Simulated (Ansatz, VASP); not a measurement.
Two plane-wave programs on Ni

```
Ni
1.0
     5.09952    0.00000    0.00000
     0.00000   -5.09952    0.00000
     0.00000    0.00000   -5.09952
Ni
8
Direct
  0.50000 0.50000 0.00000
  0.00000 0.00000 0.00000
  0.00000 0.50000 0.50000
  0.50000 0.00000 0.50000
  0.25000 0.25000 0.25000
  0.75000 0.75000 0.25000
  0.75000 0.25000 0.75000
  0.25000 0.75000 0.75000
```

Alike in both runs: functional PBE; k mesh 6 × 6 × 6; occupations gaussian, width 0.1 eV; collinear spin.

Ansatz relaxed the structure, and its values are those at the end. VASP's run is a single point on that final structure, the one shown.

```csv
,VASP,Ansatz
version,VASP 6.6.1,Ansatz 0.2.0
potentials or method,"VASP PAW PBE potentials, release 64 (Ni), cutoff 520 eV","scalar-relativistic, plane waves, PAW"
valence electrons in the cell,80,144
```

```tsv
	VASP	Ansatz	Ansatz less VASP
gap on the k mesh at the Fermi level (eV)	none	none	-
pressure (GPa)	0.1	0.1	+0.03
net moment per atom (μB)	0.78	0.81	+0.025
size of the moment on the site where the two differ most (μB)	0.79	0.85	+0.055
```

Site moments also hang on the region over which each program counts them. A gap of «none» marks a metal or a gap that the smearing closes. VASP's potentials hold 80 valence electrons a cell and Ansatz's 144, so a difference there can come from the potentials and not from the codes.
